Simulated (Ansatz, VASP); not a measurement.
Li: VASP beside Ansatz

```
CELL_PARAMETERS angstrom
4.59511 0.00000 0.00000
0.00000 4.59511 0.00000
0.00000 0.00000 4.59511
ATOMIC_POSITIONS crystal
Li 0.88753 0.11247 0.61247
Li 0.38753 0.38753 0.38753
Li 0.11247 0.61247 0.88753
Li 0.61247 0.88753 0.11247
```

Alike in both runs: task single point; functional PBEsol; k mesh 10 × 10 × 10; occupations gaussian, width 0.1 eV; no spin polarisation.

|  | VASP | Ansatz |
| --- | --- | --- |
| version | VASP 6.6.1 | Ansatz 0.2.0 |
| potentials or method | VASP PAW PBE potentials, release 64 (Li_sv), cutoff 520 eV | scalar-relativistic, plane waves, PAW |
| valence electrons in the cell | 12 | 12 |

```csv
,VASP,Ansatz,Ansatz less VASP
gap on the k mesh at the Fermi level (eV),none,none,-
rms of the force components (eV/Å),0.072,0.072,-0.0004
```

VASP's potentials were made for PBE, not for PBEsol. Atom by atom the forces differ by 0.000 eV/Å (rms over components). A gap of «none» marks a metal or a gap that the smearing closes. With one functional, cell and mesh, what is left measures potentials, basis and numerics.

Noted on VASP's run: the cutoff is short for stress, so the pressure is rough.
